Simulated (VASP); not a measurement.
# In4Ru (F-43m) in VASP: a series of runs

In4Ru is run at these levels: PBE; tasks: relaxation of cell and atoms, single point.

Everything below comes from runs of VASP 6.6.1. Logs are shortened: lines on timing, memory, paths and dates and some standing lists are left out, and cuts for length are marked.

## (1) The cell of the first run

It takes space group F-43m (No. 216, cubic). The conventional cell has a = 7.779 Å, b = 7.779 Å, c = 7.779 Å, α = 90.00°, β = 90.00°, γ = 90.00°. Within 3.3 Å of In (site symmetry 3m) lie 6 In at 2.52 to 2.98 Å and 3 Ru at 3.20 Å. Ru (site symmetry -43m) has 12 In at 3.20 Å within 4.2 Å.

The cell was built from a structure type or drawn by symmetry, and may not be a known phase.

## (2) Relaxation of cell and atoms, PBE

Contents of INCAR:

```
SYSTEM = In4Ru
PREC = Accurate ; ENCUT = 600
EDIFF = 1E-7 ; ISMEAR = 0
SIGMA = 0.1 ; LREAL = .FALSE.
LASPH = .TRUE. ; NELM = 100
ALGO = Normal ; ISIF = 3
LWAVE = .FALSE. ; LCHARG = .FALSE.
GGA = PE ; IBRION = 2
NSW = 90 ; EDIFFG = -0.04
```

Contents of KPOINTS:

```
Automatic mesh
0
G
  4 4 4
  0 0 0
```

Contents of POSCAR:

```
In4Ru
1.0
    0.0000000000      3.8893807100      3.8893807100
    3.8893807100      0.0000000000      3.8893807100
    3.8893807100      3.8893807100      0.0000000000
In Ru
4 1
Direct
    0.1145396000      0.1145396000      0.1145396000
    0.1145396000      0.1145396000      0.6563811900
    0.1145396000      0.6563811900      0.1145396000
    0.6563811900      0.1145396000      0.1145396000
    0.7500000000      0.7500000000      0.7500000000
```

Potentials or basis: VASP PAW PBE potentials, release 64 (In_d, Ru_pv).

Started as:

```bash
cat potpaw_PBE.64/In_d/POTCAR potpaw_PBE.64/Ru_pv/POTCAR > POTCAR
mpirun -np 1 vasp_std > vasp.out
```

OUTCAR:

```text
SYSTEM = In4Ru
   PREC = Accurate
   ENCUT = 600
   EDIFF = 1E-7
   ISMEAR = 0
   LREAL = .FALSE.
   LASPH = .TRUE.
   NELM = 100
   ISIF = 3
   GGA = PE
   IBRION = 2
   NSW = 90
   EDIFFG = -0.04

 ion  position               nearest neighbor table
   1  0.115  0.115  0.115-   2 2.52   3 2.52   4 2.52   4 2.98   3 2.98   2 2.98   5 3.20   5 3.20
                             5 3.20
   2  0.115  0.115  0.656-   1 2.52   3 2.52   4 2.52   3 2.98   4 2.98   1 2.98   5 3.20   5 3.20
                             5 3.20
   3  0.115  0.656  0.115-   1 2.52   2 2.52   4 2.52   4 2.98   2 2.98   1 2.98   5 3.20   5 3.20
                             5 3.20
   4  0.656  0.115  0.115-   1 2.52   2 2.52   3 2.52   3 2.98   2 2.98   1 2.98   5 3.20   5 3.20
                             5 3.20
   5  0.750  0.750  0.750-   2 3.20   3 3.20   4 3.20   1 3.20   1 3.20   1 3.20   3 3.20   2 3.20
                             4 3.20   4 3.20   2 3.20   3 3.20

  LATTYP: Found a face centered cubic cell.
 ALAT       =     7.7787614200

  Lattice vectors:

 A1 = (   0.0000000000,   3.8893807100,   3.8893807100)
 A2 = (   3.8893807100,   0.0000000000,   3.8893807100)
 A3 = (   3.8893807100,   3.8893807100,   0.0000000000)

Analysis of symmetry for initial positions (statically):
=====================================================================
 Subroutine PRICEL returns:
 Original cell was already a primitive cell.

 Routine SETGRP: Setting up the symmetry group for a
 face centered cubic supercell.

 Subroutine GETGRP returns: Found 24 space group operations
 (whereof 24 operations were pure point group operations)
 out of a pool of 48 trial point group operations.

The static configuration has the point symmetry T_d .

Analysis of symmetry for dynamics (positions and initial velocities):
=====================================================================
 Subroutine PRICEL returns:
 Original cell was already a primitive cell.

 Routine SETGRP: Setting up the symmetry group for a
 face centered cubic supercell.

 Subroutine GETGRP returns: Found 24 space group operations
 (whereof 24 operations were pure point group operations)
 out of a pool of 48 trial point group operations.

The dynamic configuration has the point symmetry T_d .

 Subroutine INISYM returns: Found 24 space group operations
 (whereof 24 operations are pure point group operations),
 and found     1 'primitive' translations

----------------------------------------------------------------------------------------

                                     Primitive cell

  volume of cell :     117.6715

  direct lattice vectors                    reciprocal lattice vectors
     0.000000000  3.889380710  3.889380710    -0.128555170  0.128555170  0.128555170
     3.889380710  0.000000000  3.889380710     0.128555170 -0.128555170  0.128555170
     3.889380710  3.889380710  0.000000000     0.128555170  0.128555170 -0.128555170

  length of vectors
     5.500414949  5.500414949  5.500414949     0.222664087  0.222664087  0.222664087

  position of ions in fractional coordinates (direct lattice)
     0.114539600  0.114539600  0.114539600
     0.114539600  0.114539600  0.656381190
     0.114539600  0.656381190  0.114539600
     0.656381190  0.114539600  0.114539600
     0.750000000  0.750000000  0.750000000

  ion indices of the primitive-cell ions
   primitive index   ion index
                 1           1
                 2           2
                 3           3
                 4           4
                 5           5

----------------------------------------------------------------------------------------

 KPOINTS: Automatic mesh

Automatic generation of k-mesh.
 Grid dimensions read from file:
 generate k-points for:    4    4    4

 Generating k-lattice:

  Cartesian coordinates                     Fractional coordinates (reciprocal lattice)
    -0.032138793  0.032138793  0.032138793     0.250000000  0.000000000  0.000000000
     0.032138793 -0.032138793  0.032138793     0.000000000  0.250000000  0.000000000
     0.032138793  0.032138793 -0.032138793     0.000000000  0.000000000  0.250000000

  Length of vectors
     0.055666022  0.055666022  0.055666022

  Shift w.r.t. Gamma in fractional coordinates (k-lattice)
     0.000000000  0.000000000  0.000000000

 Subroutine IBZKPT returns following result:
 ===========================================

 Found      8 irreducible k-points:

 Following reciprocal coordinates:
            Coordinates               Weight
  0.000000  0.000000  0.000000      1.000000
  0.250000  0.000000  0.000000      8.000000
  0.500000  0.000000  0.000000      4.000000
  0.250000  0.250000  0.000000      6.000000
  0.500000  0.250000  0.000000     24.000000
 -0.250000  0.250000  0.000000     12.000000
  0.500000  0.500000  0.000000      3.000000
 -0.250000  0.500000  0.250000      6.000000
   k-points           NKPTS =      8   k-points in BZ     NKDIM =      8   number of bands    NBANDS=     39
   number of dos      NEDOS =    301   number of ions     NIONS =      5
   total plane-waves  NPLWV = 110592
   dimension x,y,z NGX =    48 NGY =   48 NGZ =   48
   dimension x,y,z NGXF=    96 NGYF=   96 NGZF=   96
   ions per type =               4   1
   NGX,Y,Z   is equivalent  to a cutoff of  14.51, 14.51, 14.51 a.u.
   NGXF,Y,Z  is equivalent  to a cutoff of  29.02, 29.02, 29.02 a.u.
 SYSTEM =  In4Ru
   PREC   = accura    normal or accurate (medium, high low for compatibility)
   ISTART =      0    job   : 0-new  1-cont  2-samecut
   ICHARG =      2    charge: 1-file 2-atom 10-const
   ISPIN  =      1    spin polarized calculation?
   LNONCOLLINEAR =      F non collinear calculations
   LSORBIT =      F    spin-orbit coupling
   LASPH  =      T    aspherical Exc in radial PAW
   ENCUT  =  600.0 eV  44.10 Ry    6.64 a.u.  10.99 10.99 10.99*2*pi/ulx,y,z
   NELM   =    100;   NELMIN=  2; NELMDL= -5     # of ELM steps
   EDIFF  = 0.1E-06   stopping-criterion for ELM
   LREAL  =      F    real-space projection
   EDIFFG = -.4E-01   stopping-criterion for IOM
   NSW    =     90    number of steps for IOM
   IBRION =      2    ionic relax: 0-MD 1-quasi-New 2-CG
   NFREE  =      1    steps in history (QN), initial steepest desc. (CG)
   ISIF   =      3    stress and relaxation
   ISYM   =      2    0-nonsym 1-usesym 2-fastsym
   POTIM  = 0.5000    time-step for ionic-motion
   TEBEG  =    0.0;   TEEND  =   0.0 temperature during run
   PSTRESS=    0.0 pullay stress
   NELECT =      66.0000    total number of electrons
   NUPDOWN=      -1.0000    fix difference up-down
   EMIN   =  10.00;   EMAX   =-10.00  energy-range for DOS
   EFERMI =   0.00;   METHOD = LEGACY
   ISMEAR =     0;   SIGMA  =   0.10  broadening in eV -4-tet -1-fermi 0-gaus
   EFERMI_NEDOS =   21; number of points for ismear=-14 and -15
   IALGO  =     38    algorithm
   IMIX   =      4    mixing-type and parameters
     AMIX     =   0.40;   BMIX     =  1.00
     AMIX_MAG =   1.60;   BMIX_MAG =  1.00
  volume/ion in A,a.u.               =      23.53       158.82
  Fermi-wavevector in a.u.,A,eV,Ry     =   1.350099  2.551318 24.800263  1.822768
  Thomas-Fermi vector in A             =   2.477632
   LORBIT       =      0    0 simple, 1 ext, 2 COOP (PROOUT), +10 PAW based schemes
   GGA     = PE    functional components
   LHFCALC =     F    Hartree Fock is set to
   AEXX    =    0.0000 exact exchange contribution
   IVDW    =     0    specifies the selected vdW correction
   LEPSILON=     F    determine dielectric tensor
   LRPA    =     F    only Hartree local field effects (RPA)
 conjugate gradient relaxation of ions
 non-spin polarized calculation
 Gauss-broadening in eV      SIGMA  =   0.10
  energy-cutoff  :      600.00
  volume of cell :      117.67
 maximum number of plane-waves:      3972
 NGX is ok and might be reduce to    48
   NGX = 21   NGY = 21   NGZ = 21

--------------------------------------- Ionic step        1  -------------------------------------------

 number of electron      66.0000002 magnetization

 Free energy of the ion-electron system (eV)
  ---------------------------------------------------
  ext. energy  EPLUGINS =         0.00000000
  ---------------------------------------------------
  free energy    TOTEN  =       -13.66139745 eV

  energy without entropy =      -13.65588199  energy(sigma->0) =      -13.65863972

------------------------ aborting loop because EDIFF is reached ----------------------------------------

  FORCE on cell =-STRESS in cart. coord.  units (eV):
  Direction    XX          YY          ZZ          XY          YZ          ZX
  --------------------------------------------------------------------------------------
  -------------------------------------------------------------------------------------
  Total        9.7253262      9.7253262      9.7253262      0.0000000      0.0000000      0.0000000
  in kB      132.4168934    132.4168934    132.4168934      0.0000000      0.0000000      0.0000000
  external PRESSURE =     132.4168934 kB  Pullay stress =       0.0000000 kB
[... 102 lines left out ...]
  energy  without entropy=      -15.7336290318  energy(sigma->0) =      -15.73399529

--------------------------------------- Ionic step        4  -------------------------------------------

 number of electron      66.0000012 magnetization

 E-fermi :   6.7247     XC(G=0):  -9.9810

 val. band max:        6.5624536186   @ k =  -0.2500   0.5000   0.2500
 cond. band min:       6.8774510648   @ k =   0.5000   0.5000   0.0000
 fundamental gap:      0.3149974463
 Fermi energy:         6.7247212658

 k-point     1 :       0.0000    0.0000    0.0000
  band No.  band energies     occupation
      1     -34.9763      2.00000
      2     -34.9763      2.00000
      3     -34.9763      2.00000
      4      -9.2733      2.00000
      5      -8.8243      2.00000
      6      -8.8243      2.00000
[... 361 lines left out ...]
  energy  without entropy=      -15.7461239760  energy(sigma->0) =      -15.74652030

--------------------------------------- Ionic step        5  -------------------------------------------

 number of electron      66.0000011 magnetization

 Free energy of the ion-electron system (eV)
  ---------------------------------------------------
  ext. energy  EPLUGINS =         0.00000000
  ---------------------------------------------------
  free energy    TOTEN  =       -15.74998671 eV

  energy without entropy =      -15.74913955  energy(sigma->0) =      -15.74956313

 E-fermi :   6.7797     XC(G=0): -10.0057

 val. band max:        6.6197587117   @ k =  -0.2500   0.5000   0.2500
 cond. band min:       6.9297917895   @ k =   0.5000   0.5000   0.0000
 fundamental gap:      0.3100330778
 Fermi energy:         6.7797322971

 k-point     1 :       0.0000    0.0000    0.0000
  band No.  band energies     occupation
      1     -34.9227      2.00000
      2     -34.9227      2.00000
      3     -34.9227      2.00000
      4      -9.2409      2.00000
      5      -8.7850      2.00000
      6      -8.7850      2.00000
[... 357 lines left out ...]
  FREE ENERGIE OF THE ION-ELECTRON SYSTEM (eV)
  ---------------------------------------------------
  free  energy   TOTEN  =       -15.7499867143 eV

  energy  without entropy=      -15.7491395529  energy(sigma->0) =      -15.74956313

 reached required accuracy - stopping structural energy minimisation
```

Wall time 2.9 min (1 thread of Intel Xeon 6975P-C (Granite Rapids), shared host); peak memory 0.34 GiB.

What came out:

```
Free energy                           : -15.7500 eV
Relaxed volume                        : 26.11 Å³/atom
Relaxed cell                          : a = 5.694 Å, b = 5.694 Å, c = 5.694 Å, α = 60.00°, β = 60.00°, γ = 60.00°
Space group after relaxing (to 0.1 Å) : F-43m (No. 216)
Energy gained by relaxing             : 417.7 meV/atom
Ionic steps                           : 5
Pressure after relaxing               : 0.1 GPa
Largest force after relaxing          : 0.019 eV/Å
Band gap on the k mesh                : 0.31 eV (least direct gap 0.35 eV)
```

Forces on the atoms (eV/Å):
```
In  -0.011 -0.011 -0.011
In   0.011  0.011 -0.011
In   0.011 -0.011  0.011
In  -0.011  0.011  0.011
Ru   0.000  0.000  0.000
```

The path:
```
step  energy change (eV)  largest force (eV/Å)  pressure (GPa)  volume (Å³)
   1              0.0000                6.7961           13.24       117.67
   2              0.1803                4.7537           -0.60       154.00
   3             -2.0730                0.4686           -0.44       132.08
   4             -2.0855                0.2221           -0.13       131.22
   5             -2.0886                0.0193            0.14       130.53
```

Final structure:
```
In Ru
1.0
     0.00000    4.02622    4.02622
     4.02622    0.00000    4.02622
     4.02622    4.02622    0.00000
In Ru
4 1
Direct
  0.12492 0.12492 0.12492
  0.12492 0.12492 0.62525
  0.12492 0.62525 0.12492
  0.62525 0.12492 0.12492
  0.75000 0.75000 0.75000
```

Levels at points of the mesh, in eV from the valence-band top:
```csv
k point,band 30,band 31,band 32,band 33,band 34,band 35,band 36,band 37
"(0.00, 0.00, 0.00)",-1.63,-1.63,-1.46,-1.46,0.84,0.84,0.84,1.64
"(0.50, 0.00, 0.00)",-1.36,-0.43,-0.39,-0.39,0.53,0.53,2.56,3.66
"(0.50, 0.50, 0.00)",-0.91,-0.57,-0.57,-0.41,0.31,3.84,3.86,3.87
```

Caveat: spin-orbit coupling is left out, which moves the levels of the heavy elements. A k mesh can miss the band edges.

## (3) Single point, PBE

This run uses another cell than the first one, of 26.21 Å³/atom.

Contents of INCAR:

```
  PREC = Accurate
  ENCUT = 520
  EDIFF = 1E-6
  ISMEAR = 0
  SIGMA = 0.02
  LREAL = F
  LASPH = T
  NELM = 60
  ALGO = Normal
  ISIF = 2
  LWAVE = F
  LCHARG = F
  GGA = PE
  NBANDS = 41
```

Contents of KPOINTS:

```
Automatic mesh
0
Gamma
  8 8 8
```

Contents of POSCAR:

```
In4Ru
1.0
    0.0000000000      4.0314274978      4.0314274978
    4.0314274978      0.0000000000      4.0314274978
    4.0314274978      4.0314274978      0.0000000000
In Ru
4 1
Direct
    0.8751432006      0.3745703982      0.8751432006
    0.8751432006      0.8751432006      0.8751432006
    0.3745703982      0.8751432006      0.8751432006
    0.8751432006      0.8751432006      0.3745703982
    0.2500000000      0.2500000000      0.2500000000
```

Potentials or basis: VASP PAW PBE potentials, release 64 (In_d, Ru_pv).

Started as:

```bash
cat potpaw_PBE.64/In_d/POTCAR potpaw_PBE.64/Ru_pv/POTCAR > POTCAR
mpirun -np 1 vasp_std > vasp.out
```

Run time: 83 s. Hardware: 1 thread of Intel Xeon 6975P-C (Granite Rapids), shared host; peak memory 0.32 GiB.

It converged, with:

```yaml
Free_energy: -15.7856 eV
Pressure: 0.0 GPa
```

Levels at points of the mesh, in eV from the Fermi level:
| k point | band 30 | band 31 | band 32 | band 33 | band 34 | band 35 | band 36 | band 37 |
| --- | --- | --- | --- | --- | --- | --- | --- | --- |
| (0.00, 0.00, 0.00) | -1.78 | -1.78 | -1.64 | -1.64 | 0.64 | 0.64 | 0.64 | 1.46 |
| (0.50, 0.00, 0.00) | -1.53 | -0.63 | -0.57 | -0.57 | 0.34 | 0.34 | 2.38 | 3.49 |
| (0.50, 0.50, 0.00) | -1.10 | -0.77 | -0.77 | -0.61 | 0.12 | 3.68 | 3.68 | 3.71 |

Caveat: spin-orbit coupling is left out, which moves the levels of the heavy elements.

[end of part 1 of 2]
